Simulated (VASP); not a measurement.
# BaTiO3 (Pm-3m) in VASP: notebook, part 2 of 2

VASP 6.6.1. The steps go on from the part before.

### Step 4. Single point, PBEsol (12.34 Å³/atom)

File INCAR:

```
SYSTEM = BaTiO3
PREC     = Accurate       ! precision mode
ENCUT    = 520            ! plane-wave cutoff, eV
EDIFF    = 1E-6           ! SCF threshold, eV
ISMEAR   = -1             ! smearing method
SIGMA    = 0.05           ! smearing width, eV
LREAL    = .FALSE.        ! projectors in reciprocal space
LASPH    = .TRUE.         ! aspherical terms in the spheres
NELM     = 80             ! most SCF steps
ALGO     = Normal         ! electronic algorithm
ISIF     = 2              ! what is computed and relaxed
LWAVE    = .FALSE.        ! write WAVECAR
LCHARG   = .FALSE.        ! write CHGCAR
GGA      = PS             ! functional
NBANDS   = 28             ! bands
```

File KPOINTS:

```
Automatic mesh
0
G
  7 7 7
  0 0 0
```

File POSCAR:

```
BaTiO3
1.0
    3.9518582279      0.0000000000      0.0000000000
    0.0000000000      3.9518582279      0.0000000000
    0.0000000000      0.0000000000      3.9518582279
Ba Ti O
1 1 3
Direct
    0.5000000000      0.5000000000      0.5000000000
    0.0000000000      0.0000000000      0.0000000000
    0.0000000000      0.0000000000      0.5000000000
    0.0000000000      0.5000000000      0.0000000000
    0.5000000000      0.0000000000      0.0000000000
```

Potentials or basis: VASP PAW PBE potentials, release 64 (Ba_sv, Ti_sv, O).

Launch:

```
$ cat potpaw_PBE.64/Ba_sv/POTCAR potpaw_PBE.64/Ti_sv/POTCAR potpaw_PBE.64/O/POTCAR > POTCAR
$ mpirun -np 1 vasp_std > vasp.out
```

OUTCAR:

```text
SYSTEM = BaTiO3
   PREC = Accurate
   ENCUT = 520
   EDIFF = 1E-6
   ISMEAR = -1
   LREAL = .FALSE.
   LASPH = .TRUE.
   NELM = 80
   ISIF = 2
   GGA = PS

 ion  position               nearest neighbor table
   1  0.500  0.500  0.500-   3 2.79   4 2.79   5 2.79   4 2.79   5 2.79   3 2.79   5 2.79   5 2.79
                             3 2.79   4 2.79   4 2.79   3 2.79   2 3.42   2 3.42   2 3.42   2 3.42
   2  0.000  0.000  0.000-   3 1.98   4 1.98   5 1.98   3 1.98   4 1.98   5 1.98   1 3.42   1 3.42
                             1 3.42   1 3.42   1 3.42   1 3.42   1 3.42   1 3.42
   3  0.000  0.000  0.500-   2 1.98   2 1.98   1 2.79   1 2.79   1 2.79   1 2.79
   4  0.000  0.500  0.000-   2 1.98   2 1.98   1 2.79   1 2.79   1 2.79   1 2.79
   5  0.500  0.000  0.000-   2 1.98   2 1.98   1 2.79   1 2.79   1 2.79   1 2.79

  LATTYP: Found a simple cubic cell.
 ALAT       =     3.9518582279

  Lattice vectors:

 A1 = (   3.9518582279,   0.0000000000,   0.0000000000)
 A2 = (   0.0000000000,   3.9518582279,   0.0000000000)
 A3 = (   0.0000000000,   0.0000000000,   3.9518582279)

Analysis of symmetry for initial positions (statically):
=====================================================================
[... 176 lines left out ...]
 cond. band min:       5.7619503385   @ k =   0.0000   0.0000   0.0000
 fundamental gap:      1.8356740092
 Fermi energy:         4.8776509125

 k-point     1 :       0.0000    0.0000    0.0000
  band No.  band energies     occupation
      1     -52.2153      2.00000
      2     -28.5625      2.00000
      3     -28.5625      2.00000
      4     -28.5625      2.00000
      5     -20.6883      2.00000
      6     -12.9083      2.00000
[... 609 lines left out ...]
     27      11.9907      0.00000
     28      11.9907      0.00000

------------------------ aborting loop because EDIFF is reached ----------------------------------------

  FORCE on cell =-STRESS in cart. coord.  units (eV):
  Direction    XX          YY          ZZ          XY          YZ          ZX
  --------------------------------------------------------------------------------------
  -------------------------------------------------------------------------------------
  Total        1.7848483      1.7848483      1.7848483      0.0000000      0.0000000     -0.0000000
  in kB       46.3348558     46.3348558     46.3348558      0.0000000      0.0000000     -0.0000000
  external PRESSURE =      46.3348558 kB  Pullay stress =       0.0000000 kB

 VOLUME and BASIS-vectors are now :
 -----------------------------------------------------------------------------
  energy-cutoff  :      520.00
  volume of cell :       61.72
      direct lattice vectors                 reciprocal lattice vectors
     3.951858228  0.000000000  0.000000000     0.253045515  0.000000000  0.000000000
     0.000000000  3.951858228  0.000000000     0.000000000  0.253045515  0.000000000
     0.000000000  0.000000000  3.951858228     0.000000000  0.000000000  0.253045515

 POSITION                                       TOTAL-FORCE (eV/Angst)
 -----------------------------------------------------------------------------------
      1.97593      1.97593      1.97593         0.000000      0.000000      0.000000
      0.00000      0.00000      0.00000         0.000000      0.000000      0.000000
      0.00000      0.00000      1.97593         0.000000      0.000000      0.000000
      0.00000      1.97593      0.00000         0.000000      0.000000      0.000000
      1.97593      0.00000      0.00000         0.000000      0.000000      0.000000
 -----------------------------------------------------------------------------------
    total drift:                                0.000000     -0.000000      0.000000

  FREE ENERGIE OF THE ION-ELECTRON SYSTEM (eV)
  ---------------------------------------------------
  free  energy   TOTEN  =       -41.9583429023 eV

  energy  without entropy=      -41.9583429005  energy(sigma->0) =      -41.95834290
```

OSZICAR:

```text
N       E                     dE             d eps       ncg     rms          rms(c)
DAV:   1     0.421517530433E+03    0.42152E+03   -0.20481E+04  1120   0.153E+03
DAV:   2    -0.101547539378E+02   -0.43167E+03   -0.41234E+03  1300   0.417E+02
DAV:   3    -0.501875391152E+02   -0.40033E+02   -0.39613E+02  1328   0.132E+02
DAV:   4    -0.521150972755E+02   -0.19276E+01   -0.19237E+01  1704   0.256E+01
DAV:   5    -0.521544260050E+02   -0.39329E-01   -0.39318E-01  1444   0.343E+00    0.235E+01
DAV:   6    -0.421686583474E+02    0.99858E+01   -0.51643E+01  1576   0.664E+01    0.980E+00
DAV:   7    -0.420808245735E+02    0.87834E-01   -0.77642E+00  1460   0.204E+01    0.692E+00
DAV:   8    -0.419654095484E+02    0.11542E+00   -0.10576E+00  1344   0.958E+00    0.241E+00
DAV:   9    -0.419739430906E+02   -0.85335E-02   -0.18926E-01  1436   0.288E+00    0.110E+00
DAV:  10    -0.419613373090E+02    0.12606E-01   -0.81460E-02  1388   0.235E+00    0.532E-01
DAV:  11    -0.419586939165E+02    0.26434E-02   -0.18132E-02  1716   0.107E+00    0.134E-01
DAV:  12    -0.419583805233E+02    0.31339E-03   -0.29856E-03  1420   0.531E-01    0.105E-01
DAV:  13    -0.419583512337E+02    0.29290E-04   -0.17750E-04  1336   0.113E-01    0.287E-02
DAV:  14    -0.419583448726E+02    0.63611E-05   -0.56860E-05  1432   0.524E-02    0.160E-02
DAV:  15    -0.419583459956E+02   -0.11229E-05   -0.19531E-06  1088   0.103E-02    0.178E-02
DAV:  16    -0.419583430134E+02    0.29822E-05   -0.64419E-06  1216   0.242E-02    0.360E-03
DAV:  17    -0.419583429023E+02    0.11110E-06   -0.66132E-07   856   0.645E-03
   1 F= -.41958343E+02 E0= -.41958343E+02  d E =-.172811E-08
```

stdout:

```text
POSCAR found type information on POSCAR BaTiO
 POSCAR found :  3 types and       5 ions
 scaLAPACK will be used
 -----------------------------------------------------------------------------
|                                                                             |
|                                                                             |
|     You enforced a specific xc type in the INCAR file but a different       |
|     I HOPE YOU KNOW WHAT YOU ARE DOING!                                     |
|                                                                             |
 -----------------------------------------------------------------------------

 LDA part: xc-table for (Slater+PW92), standard interpolation
 POSCAR, INCAR and KPOINTS ok, starting setup
 FFT: planning ... GRIDC
 FFT: planning ... GRID_SOFT
 FFT: planning ... GRID
 WAVECAR not read
 entering main loop
```

It took 66 s on 1 thread of Intel Xeon 8259CL, shared host; peak memory 0.19 GiB.

What came out:

```
Free energy            : -41.9583 eV
Pressure               : 4.6 GPa
Band gap on the k mesh : 1.84 eV (least direct gap 1.88 eV)
```

Levels at points of the mesh, in eV from the valence-band top:
```
           k point  band 18  band 19  band 20  band 21  band 22  band 23
(0.00, 0.00, 0.00)    -0.04    -0.04    -0.04     1.84     1.84     1.84
```

Caveat: the cell stands under pressure; the PAW data sets were made with another functional, which shifts forces and pressure a little; spin-orbit coupling is left out, which moves the levels of the heavy elements; an odd mesh through Γ misses points on the zone boundary, where band edges can lie.

### Step 5. Single point, PBEsol (13.37 Å³/atom)

This run uses another cell than the first one, of 13.37 Å³/atom.

File INCAR:

```
  ALGO = Normal
  EDIFF = 1E-6
  ENCUT = 520
  GGA = PS
  ISIF = 2
  ISMEAR = -1
  LASPH = True
  LCHARG = False
  LREAL = False
  LWAVE = False
  NBANDS = 28
  NELM = 80
  PREC = Accurate
  SIGMA = 0.05
```

File KPOINTS:

```
k-points
0
Gamma
  7 7 7
```

POSCAR: that of step 4 with these lines changed.

```diff
@@ -2,5 +2,5 @@
 1.0
-    3.9518582279      0.0000000000      0.0000000000
-    0.0000000000      3.9518582279      0.0000000000
-    0.0000000000      0.0000000000      3.9518582279
+    4.0587165717      0.0000000000      0.0000000000
+    0.0000000000      4.0587165717      0.0000000000
+    0.0000000000      0.0000000000      4.0587165717
 Ba Ti O
```

Launch:

```
$ cat potpaw_PBE.64/Ba_sv/POTCAR potpaw_PBE.64/Ti_sv/POTCAR potpaw_PBE.64/O/POTCAR > POTCAR
$ mpirun -np 1 vasp_std > vasp.out
```

Wall time 64 s (1 thread of Intel Xeon 8259CL, shared host); peak memory 0.19 GiB.

Results (log left out):

```yaml
Free_energy: -41.8819 eV
Pressure: -8.8 GPa
Band_gap_on_the_k_mesh: 1.68 eV (least direct gap 1.80 eV)
```

Levels at points of the mesh, in eV from the valence-band top:
```
           k point  band 17  band 18  band 19  band 20  band 21  band 22  band 23  band 24
(0.00, 0.00, 0.00)    -0.99    -0.12    -0.12    -0.12     1.68     1.68     1.68     3.71
```

Caveat: the cell stands under tension; the PAW data sets were made with another functional, which shifts forces and pressure a little; spin-orbit coupling is left out, which moves the levels of the heavy elements; an odd mesh through Γ misses points on the zone boundary, where band edges can lie.

### Step 6. Summary

| level | potentials or basis | cell | cutoff (eV) | gap on the mesh (eV) | pressure (GPa) |
| --- | --- | --- | --- | --- | --- |
| r2SCAN | VASP PAW PBE potentials, release 64 (Ba_sv, Ti_sv, O_h) | a = 3.952 Å, 5 atoms | 910 | 2.30 | 8.2 |
| PBEsol | VASP PAW PBE potentials, release 64 (Ba_sv, Ti_sv, O) | a = 3.924 Å, 5 atoms | 520 | 1.88 | 9.0 |
| PBEsol | VASP PAW PBE potentials, release 64 (Ba_sv, Ti_sv, O) | a = 3.952 Å, 5 atoms | 520 | 1.84 | 4.6 |
| PBEsol | VASP PAW PBE potentials, release 64 (Ba_sv, Ti_sv, O) | a = 4.059 Å, 5 atoms | 520 | 1.68 | -8.8 |

Alike in all rows: task single point; no spin polarisation; k mesh 7 × 7 × 7; smearing fermi-dirac 0.05 eV.

Caveats: the PAW data sets were made with another functional, which shifts forces and pressure a little; spin-orbit coupling is left out, which moves the levels of the heavy elements; an odd mesh through Γ misses points on the zone boundary, where band edges can lie; the cell stands under pressure (at least some runs); the cutoff is under 1.25 times the usual one of these potentials, so pressure, stress and relaxed cells hold a basis-set (Pulay) error (at least some runs); the cell stands under tension (at least some runs).

Total energies depend on the potentials used, so only differences within one code and one set of settings carry meaning.
